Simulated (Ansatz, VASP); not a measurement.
## MgB2 in VASP and in Ansatz

INCAR

```
ALGO = Normal
EDIFF = 1E-8
ENCUT = 520
GGA = PE
ISIF = 2
ISMEAR = -1
LASPH = T
LCHARG = F
LEFG = T
LREAL = F
LWAVE = F
NBANDS = 11
NELM = 100
PREC = Accurate
SIGMA = 0.05
```

The input KPOINTS:

```
k-points
0
Gamma
  12 12 9
```

Contents of POSCAR:

```
MgB2
1.0
    3.0850007055     -0.0154250035     -0.0154250035
   -1.5558587977      2.6794014835     -0.0056459431
   -0.0176150000     -0.0176150000      3.5230000000
Mg B
1 2
Direct
    0.0000000000      0.0000000000      0.0000000000
    0.3333333333      0.6666666667      0.5000000000
    0.6666666667      0.3333333333      0.5000000000
```

Input for Ansatz:

```yaml
crystal:
  lattice:
    - [3.0850007055, -0.0154250035, -0.0154250035]
    - [-1.5558587977, 2.6794014835, -0.0056459431]
    - [-0.017615, -0.017615, 3.523]
  atoms:
    - { symbol: Mg, position: [0.0, 0.0, 0.0] }
    - { symbol: B, position: [0.3333333333, 0.6666666667, 0.5] }
    - { symbol: B, position: [0.6666666667, 0.3333333333, 0.5] }
kpoints:
  mp_grid: { grid: [12, 12, 9] }
scf:
  occupations: { method: fermi_dirac, width: 0.05 }
hamiltonian:
  xc: pbe
  pseudopotentials: { kind: paw }
output:
  forces: true
  stress: true
  eigenvalues: true
  efg: { contact_densities: true }
```

Change from the starting cell: equal xy, yz and zx shear strains of -1 %, PAW files.

Alike in both runs: task electric field gradients; functional PBE; k mesh 12 × 12 × 9; occupations fermi-dirac, width 0.05 eV; no spin polarisation.

|  | VASP | Ansatz |
| --- | --- | --- |
| version | VASP 6.6.1 | Ansatz 0.2.0 |
| potentials or method | VASP PAW PBE potentials, release 64 (Mg, B) | PAW with Ansatz's default frozen-core files, scalar-relativistic |
| plane-wave cutoff (eV) | 520 | 420 |
| valence electrons in the cell | 8 | 16 |

|  | VASP | Ansatz | Ansatz less VASP |
| --- | --- | --- | --- |
| pressure (GPa) | -1.3 | -1.0 | +0.25 |
| traceless stress, the component that is largest in VASP (GPa) | 2.00 | 2.00 | -0.006 |
| rms of the force components (eV/Å) | 0.008 | 0.008 | -0.0002 |
| size of Vzz on the site where it differs most (V/Å²) | 19.6 | 17.2 | -2.39 |

Atom by atom the forces differ by 0.000 eV/Å (rms over components). With one functional, cell and mesh, what is left measures potentials, basis and numerics. VASP's potentials hold 8 valence electrons a cell and Ansatz's 16, so a difference there can come from the potentials and not from the codes.
